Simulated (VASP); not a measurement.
# Yb (Im-3m) in VASP: a series of runs

Runs on Yb. Level: PBE. Tasks: single point.

All numbers are computed with VASP 6.6.1; they aren't measurements. Logs are shortened: lines on timing, memory, paths and dates and some standing lists are left out, and cuts for length are marked.

## (1) The cell of the first run

The structure is cubic, space group Im-3m (No. 229). Conventional cell: a = 3.026 Å, b = 3.026 Å, c = 3.026 Å, α = 90.00°, β = 90.00°, γ = 90.00°. Yb (site symmetry m-3m) has 14 Yb at 2.62 to 3.03 Å within 3.5 Å.

## (2) Single point, PBE (volume scaled by 0.4)

File INCAR:

```
  PREC = Accurate
  ENCUT = 520
  EDIFF = 1E-7
  ISMEAR = -1
  SIGMA = 0.08
  LREAL = F
  LASPH = T
  NELM = 100
  ALGO = Normal
  ISIF = 2
  LWAVE = F
  LCHARG = F
  GGA = PE
  NBANDS = 18
```

File KPOINTS:

```
regular mesh
0
Gamma
  14 14 14
```

File POSCAR:

```
Yb
1.0
   -1.5128425946      1.5128425946      1.5128425946
    1.5128425946     -1.5128425946      1.5128425946
    1.5128425946      1.5128425946     -1.5128425946
Yb
1
Direct
    0.0000000000      0.0000000000      0.0000000000
```

Potentials or basis: VASP PAW PBE potentials, release 64 (Yb).

The run is started by

```
$ cat potpaw_PBE.64/Yb/POTCAR > POTCAR
$ mpirun -np 1 vasp_std > vasp.out
```

OUTCAR:

```text
PREC = Accurate
   ENCUT = 520
   EDIFF = 1E-7
   ISMEAR = -1
   LREAL = F
   LASPH = T
   NELM = 100
   ISIF = 2
   GGA = PE

 ion  position               nearest neighbor table
   1  0.000  0.000  0.000-

  LATTYP: Found a body centered cubic cell.
 ALAT       =     3.0256851892

  Lattice vectors:

 A1 = (  -1.5128425946,   1.5128425946,   1.5128425946)
 A2 = (   1.5128425946,  -1.5128425946,   1.5128425946)
 A3 = (   1.5128425946,   1.5128425946,  -1.5128425946)

Analysis of symmetry for initial positions (statically):
=====================================================================
 Subroutine PRICEL returns:
 Original cell was already a primitive cell.

 Routine SETGRP: Setting up the symmetry group for a
 body centered cubic supercell.

 Subroutine GETGRP returns: Found 48 space group operations
 (whereof 48 operations were pure point group operations)
 out of a pool of 48 trial point group operations.

The static configuration has the point symmetry O_h .

Analysis of symmetry for dynamics (positions and initial velocities):
=====================================================================
 Subroutine PRICEL returns:
 Original cell was already a primitive cell.

 Routine SETGRP: Setting up the symmetry group for a
 body centered cubic supercell.

 Subroutine GETGRP returns: Found 48 space group operations
 (whereof 48 operations were pure point group operations)
 out of a pool of 48 trial point group operations.

The dynamic configuration has the point symmetry O_h .

 Subroutine INISYM returns: Found 48 space group operations
 (whereof 48 operations are pure point group operations),
 and found     1 'primitive' translations

----------------------------------------------------------------------------------------

                                     Primitive cell

  volume of cell :      13.8497

  direct lattice vectors                    reciprocal lattice vectors
    -1.512842595  1.512842595  1.512842595     0.000000000  0.330503650  0.330503650
     1.512842595 -1.512842595  1.512842595     0.330503650  0.000000000  0.330503650
     1.512842595  1.512842595 -1.512842595     0.330503650  0.330503650  0.000000000

  length of vectors
     2.620320238  2.620320238  2.620320238     0.467402745  0.467402745  0.467402745

  position of ions in fractional coordinates (direct lattice)
     0.000000000  0.000000000  0.000000000

  ion indices of the primitive-cell ions
   primitive index   ion index
                 1           1

----------------------------------------------------------------------------------------

 KPOINTS: regular mesh

Automatic generation of k-mesh.
 Grid dimensions read from file:
 generate k-points for:   14   14   14

 Generating k-lattice:

  Cartesian coordinates                     Fractional coordinates (reciprocal lattice)
     0.000000000  0.023607404  0.023607404     0.071428571  0.000000000  0.000000000
     0.023607404  0.000000000  0.023607404     0.000000000  0.071428571  0.000000000
     0.023607404  0.023607404  0.000000000     0.000000000  0.000000000  0.071428571

  Length of vectors
     0.033385910  0.033385910  0.033385910

  Shift w.r.t. Gamma in fractional coordinates (k-lattice)
     0.000000000  0.000000000  0.000000000

 Subroutine IBZKPT returns following result:
 ===========================================

 Found    104 irreducible k-points:

 Following reciprocal coordinates:
            Coordinates               Weight
  0.000000  0.000000  0.000000      1.000000
  0.071429  0.000000  0.000000     12.000000
  0.142857  0.000000  0.000000     12.000000
  0.214286  0.000000  0.000000     12.000000
  0.285714  0.000000  0.000000     12.000000
  0.357143  0.000000  0.000000     12.000000
[... 16 lines left out ...]
  0.285714  0.285714  0.000000     24.000000
  0.357143  0.285714  0.000000     24.000000
 [... further k-points ...]
   k-points           NKPTS =    104   k-points in BZ     NKDIM =    104   number of bands    NBANDS=     18
   number of dos      NEDOS =    301   number of ions     NIONS =      1
   total plane-waves  NPLWV =   8000
   dimension x,y,z NGX =    20 NGY =   20 NGZ =   20
   dimension x,y,z NGXF=    40 NGYF=   40 NGZF=   40
   ions per type =               1
   NGX,Y,Z   is equivalent  to a cutoff of  12.69, 12.69, 12.69 a.u.
   NGXF,Y,Z  is equivalent  to a cutoff of  25.38, 25.38, 25.38 a.u.
 SYSTEM =  unknown system
   PREC   = accura    normal or accurate (medium, high low for compatibility)
   ISTART =      0    job   : 0-new  1-cont  2-samecut
   ICHARG =      2    charge: 1-file 2-atom 10-const
   ISPIN  =      1    spin polarized calculation?
   LNONCOLLINEAR =      F non collinear calculations
   LSORBIT =      F    spin-orbit coupling
   LASPH  =      T    aspherical Exc in radial PAW
   ENCUT  =  520.0 eV  38.22 Ry    6.18 a.u.   4.87  4.87  4.87*2*pi/ulx,y,z
   NELM   =    100;   NELMIN=  2; NELMDL= -5     # of ELM steps
   EDIFF  = 0.1E-06   stopping-criterion for ELM
   LREAL  =      F    real-space projection
   EDIFFG = 0.1E-05   stopping-criterion for IOM
   NSW    =      0    number of steps for IOM
   IBRION =     -1    ionic relax: 0-MD 1-quasi-New 2-CG
   NFREE  =      0    steps in history (QN), initial steepest desc. (CG)
   ISIF   =      2    stress and relaxation
   ISYM   =      2    0-nonsym 1-usesym 2-fastsym
   POTIM  = 0.5000    time-step for ionic-motion
   TEBEG  =    0.0;   TEEND  =   0.0 temperature during run
   PSTRESS=    0.0 pullay stress
   NELECT =      24.0000    total number of electrons
   NUPDOWN=      -1.0000    fix difference up-down
   EMIN   =  10.00;   EMAX   =-10.00  energy-range for DOS
   EFERMI =   0.00;   METHOD = LEGACY
   ISMEAR =    -1;   SIGMA  =   0.08  broadening in eV -4-tet -1-fermi 0-gaus
   EFERMI_NEDOS =   21; number of points for ismear=-14 and -15
   IALGO  =     38    algorithm
   IMIX   =      4    mixing-type and parameters
     AMIX     =   0.40;   BMIX     =  1.00
     AMIX_MAG =   1.60;   BMIX_MAG =  1.00
  volume/ion in A,a.u.               =      13.85        93.46
  Fermi-wavevector in a.u.,A,eV,Ry     =   1.966368  3.715897 52.608339  3.866604
  Thomas-Fermi vector in A             =   2.990104
   LORBIT       =      0    0 simple, 1 ext, 2 COOP (PROOUT), +10 PAW based schemes
   GGA     = PE    functional components
   LHFCALC =     F    Hartree Fock is set to
   AEXX    =    0.0000 exact exchange contribution
   IVDW    =     0    specifies the selected vdW correction
   LEPSILON=     F    determine dielectric tensor
   LRPA    =     F    only Hartree local field effects (RPA)
 non-spin polarized calculation
  energy-cutoff  :      520.00
  volume of cell :       13.85
 maximum number of plane-waves:       385
   NGX =  9   NGY =  9   NGZ =  9

 number of electron      24.0000015 magnetization

 Free energy of the ion-electron system (eV)
  ---------------------------------------------------
  ext. energy  EPLUGINS =         0.00000000
  ---------------------------------------------------
  free energy    TOTEN  =        -0.38349454 eV

  energy without entropy =       -0.36261351  energy(sigma->0) =       -0.37305403

 E-fermi :   5.6912     XC(G=0): -14.7802

 val. band max:        5.6880325251   @ k =  -0.2857   0.5000   0.0714
 cond. band min:       5.7161014650   @ k =   0.4286   0.0714   0.0000
 fundamental gap:      0.0280689399
 Fermi energy:         5.6912459178

 k-point     1 :       0.0000    0.0000    0.0000
  band No.  band energies     occupation
      1     -46.6535      2.00000
      2     -16.2939      2.00000
      3     -16.2939      2.00000
      4     -16.2939      2.00000
      5       0.0044      2.00000
      6       4.0754      2.00000
[... 10 lines left out ...]
     17      13.7880      0.00000
     18      22.7006      0.00000

 k-point     2 :       0.0714    0.0000    0.0000
  band No.  band energies     occupation
      1     -46.6144      2.00000
      2     -16.6060      2.00000
      3     -16.3733      2.00000
      4     -16.3004      2.00000
      5       0.4322      2.00000
      6       4.0593      2.00000
[... 10 lines left out ...]
     17      13.7885      0.00000
     18      23.0812      0.00000

 k-point     3 :       0.1429    0.0000    0.0000
  band No.  band energies     occupation
      1     -46.5036      2.00000
      2     -17.4160      2.00000
      3     -16.5904      2.00000
      4     -16.3189      2.00000
      5       1.5007      2.00000
      6       4.0323      2.00000
[... 10 lines left out ...]
     17      13.8367      0.00000
     18      24.0828      0.00000

 k-point     4 :       0.2143    0.0000    0.0000
  band No.  band energies     occupation
      1     -46.3397      2.00000
      2     -18.4612      2.00000
      3     -16.8910      2.00000
      4     -16.3464      2.00000
      5       2.5216      2.00000
      6       4.1206      2.00000
[... 10 lines left out ...]
     17      14.0256      0.00000
     18      25.0861      0.00000

 k-point     5 :       0.2857    0.0000    0.0000
  band No.  band energies     occupation
      1     -46.1524      2.00000
      2     -19.4997      2.00000
      3     -17.2085      2.00000
      4     -16.3778      2.00000
      5       2.6854      2.00000
      6       4.1371      2.00000
[... 10 lines left out ...]
     17      15.2464      0.00000
     18      24.5861      0.00000

 k-point     6 :       0.3571    0.0000    0.0000
  band No.  band energies     occupation
      1     -45.9785      2.00000
      2     -20.3573      2.00000
      3     -17.4815      2.00000
      4     -16.4071      2.00000
      5       2.3880      2.00000
      6       4.1439      2.00000
[... 307 lines left out ...]
 k-point    21 :       0.2857    0.2143    0.0000
  band No.  band energies     occupation
      1     -45.8133      2.00000
      2     -20.3786      2.00000
      3     -18.4155      2.00000
      4     -16.8531      2.00000
      5       3.6485      2.00000
      6       4.1262      2.00000
[... 10 lines left out ...]
     17      21.4307      0.00000
     18      24.8948      0.00000

 k-point    22 :       0.3571    0.2143    0.0000
  band No.  band energies     occupation
      1     -45.7453      2.00000
      2     -20.5149      2.00000
      3     -18.7146      2.00000
      4     -16.8874      2.00000
      5       3.5842      2.00000
      6       4.1764      2.00000
[... 10 lines left out ...]
     17      23.1188      0.00000
     18      24.3843      0.00000

 k-point    23 :       0.2857    0.2857    0.0000
  band No.  band energies     occupation
      1     -45.7359      2.00000
      2     -20.2678      2.00000
      3     -19.0501      2.00000
      4     -16.9299      2.00000
      5       3.7787      2.00000
      6       4.2041      2.00000
[... 10 lines left out ...]
     17      22.9710      0.00000
     18      24.6635      0.00000

 k-point    24 :       0.3571    0.2857    0.0000
  band No.  band energies     occupation
      1     -45.7082      2.00000
      2     -20.1089      2.00000
      3     -19.4002      2.00000
      4     -16.9534      2.00000
      5       3.7973      2.00000
      6       4.2478      2.00000
[... 10 lines left out ...]
     17      22.4437      0.00000
     18      25.5886      0.00000

 [... further k-points ...]
[... 5 lines left out ...]
  --------------------------------------------------------------------------------------
  -------------------------------------------------------------------------------------
  Total        8.9990307      8.9990307      8.9990307     -0.0000000      0.0000000      0.0000000
  in kB     1041.0344345   1041.0344345   1041.0344345     -0.0000000      0.0000000      0.0000000
  external PRESSURE =    1041.0344345 kB  Pullay stress =       0.0000000 kB

 VOLUME and BASIS-vectors are now :
 -----------------------------------------------------------------------------
  energy-cutoff  :      520.00
  volume of cell :       13.85
      direct lattice vectors                 reciprocal lattice vectors
    -1.512842595  1.512842595  1.512842595     0.000000000  0.330503650  0.330503650
     1.512842595 -1.512842595  1.512842595     0.330503650  0.000000000  0.330503650
     1.512842595  1.512842595 -1.512842595     0.330503650  0.330503650  0.000000000

 POSITION                                       TOTAL-FORCE (eV/Angst)
 -----------------------------------------------------------------------------------
      0.00000      0.00000      0.00000        -0.000000      0.000000     -0.000000
 -----------------------------------------------------------------------------------
    total drift:                                0.000000     -0.000000      0.000000

  FREE ENERGIE OF THE ION-ELECTRON SYSTEM (eV)
  ---------------------------------------------------
  free  energy   TOTEN  =        -0.3834945442 eV

  energy  without entropy=       -0.3626135089  energy(sigma->0) =       -0.37305403
```

It took 28 s on 1 thread of Intel Xeon 6975P-C (Granite Rapids), shared host; peak memory 0.15 GiB.

Results:

```yaml
Free_energy: -0.3835 eV
Pressure: 104.1 GPa
Band_gap_on_the_k_mesh: zero (band 12 reaches 7.18 eV, above the bottom of band 13 at 4.93 eV)
```

Caveat: spin-orbit coupling is left out, which moves the levels of the heavy elements. Spin polarisation is off, so any magnetic state and its effect on volume and gap are missing.

## (3) Single point, PBE (volume scaled by 0.45)

File INCAR:

```
SYSTEM = Yb
PREC     = Accurate       ! precision mode
ENCUT    = 520            ! plane-wave cutoff, eV
EDIFF    = 1E-6           ! SCF threshold, eV
ISMEAR   = -1             ! smearing method
SIGMA    = 0.08           ! smearing width, eV
LREAL    = .False.        ! projectors in reciprocal space
LASPH    = .True.         ! aspherical terms in the spheres
NELM     = 60             ! most SCF steps
ALGO     = Normal         ! electronic algorithm
ISIF     = 2              ! what is computed and relaxed
LWAVE    = .False.        ! write WAVECAR
LCHARG   = .False.        ! write CHGCAR
GGA      = PE             ! functional
NBANDS   = 18             ! bands
```

File KPOINTS:

```
Automatic mesh
0
Gamma
  14 14 14
  0 0 0
```

File POSCAR:

```
Yb
1.0
   -1.5734197039      1.5734197039      1.5734197039
    1.5734197039     -1.5734197039      1.5734197039
    1.5734197039      1.5734197039     -1.5734197039
Yb
1
Direct
    0.0000000000      0.0000000000      0.0000000000
```

Potentials or basis: VASP PAW PBE potentials, release 64 (Yb).

The run is started by

```
$ cat potpaw_PBE.64/Yb/POTCAR > POTCAR
$ mpirun -np 1 vasp_std > vasp.out
```

It took 28 s on 1 thread of Intel Xeon 6975P-C (Granite Rapids), shared host; peak memory 0.16 GiB.

It converged, with:

| Quantity | Value |
| --- | --- |
| Free energy | -1.3323 eV |
| Pressure | 72.5 GPa |
| Band gap on the k mesh | zero (band 12 reaches 6.21 eV, above the bottom of band 13 at 4.38 eV) |

Levels at points of the mesh, in eV from the Fermi level:
```tsv
k point	band 10	band 11	band 12	band 13	band 14	band 15
(0.00, 0.00, 0.00)	-0.67	-0.67	-0.52	3.67	3.67	3.67
(0.50, 0.00, 0.00)	-0.70	-0.70	-0.61	0.14	6.11	8.22
(0.50, 0.50, 0.50)	-0.96	-0.62	-0.62	-0.62	12.91	12.91
```

Caveat: spin-orbit coupling is left out, which moves the levels of the heavy elements. Spin polarisation is off, so any magnetic state and its effect on volume and gap are missing.

## (4) Single point, PBE (volume scaled by 0.45)

File INCAR:

```
  ALGO = Normal
  EDIFF = 1E-6
  ENCUT = 520
  GGA = PE
  ISIF = 2
  ISMEAR = -1
  LASPH = T
  LCHARG = F
  LREAL = F
  LWAVE = F
  NBANDS = 18
  NELM = 80
  PREC = Accurate
  SIGMA = 0.08
```

File KPOINTS:

```
k-points
0
Gamma
  14 14 14
```

POSCAR is that of step 3.

The run is started by

```
$ cat potpaw_PBE.64/Yb/POTCAR > POTCAR
$ mpirun -np 1 vasp_std > vasp.out
```

Wall time 27 s (1 thread of Intel Xeon 6975P-C (Granite Rapids), shared host); peak memory 0.16 GiB.

The run converged. Its results:

```yaml
Free_energy: -1.3323 eV
Pressure: 72.5 GPa
Band_gap_on_the_k_mesh: zero (band 12 reaches 6.21 eV, above the bottom of band 13 at 4.38 eV)
```

Levels at points of the mesh, in eV from the Fermi level:
```csv
k point,band 8,band 9,band 10,band 11,band 12,band 13,band 14,band 15,band 16,band 17
"(0.00, 0.00, 0.00)",-1.30,-0.67,-0.67,-0.67,-0.52,3.67,3.67,3.67,7.66,7.66
"(0.50, 0.00, 0.00)",-1.01,-0.79,-0.70,-0.70,-0.61,0.14,6.11,8.22,9.78,13.71
"(0.50, 0.50, 0.50)",-0.96,-0.96,-0.96,-0.62,-0.62,-0.62,12.91,12.91,12.91,13.57
```

Caveat: spin-orbit coupling is left out, which moves the levels of the heavy elements. Spin polarisation is off, so any magnetic state and its effect on volume and gap are missing.
